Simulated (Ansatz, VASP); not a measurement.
## BaTiO3: VASP beside Ansatz

```
Ba Ti O
1.0
     4.00600    0.00000    0.00000
     0.00000    4.00600    0.00000
     0.00000    0.00000    4.00600
Ba Ti O
1 1 3
Cartesian
  2.0030 2.0030 2.0030
  0.0000 0.0000 0.0000
  2.0030 0.0000 0.0000
  0.0000 2.0030 0.0000
  0.0000 0.0000 2.0030
```

Alike in both runs: task electric field gradients; functional r2SCAN; k mesh 8 × 8 × 8; occupations fermi-dirac, width 0.02 eV; no spin polarisation.

```csv
,VASP,Ansatz
version,VASP 6.6.1,Ansatz 0.2.0
potentials or method,"VASP PAW PBE potentials, release 64 (Ba_sv, Ti_sv, O)","plane-wave PAW, scalar-relativistic"
plane-wave cutoff (eV),520,500
valence electrons in the cell,40,40
```

```csv
,VASP,Ansatz,Ansatz less VASP
gap on the k mesh at the Fermi level (eV),2.13,2.15,+0.022
pressure (GPa),0.3,-1.6,-1.93
size of Vzz on the site where it differs most (V/Å²),30.0,30.0,-0.03
```

VASP's potentials were made for PBE, not for r2SCAN.

Neither program's run includes spin-orbit coupling.
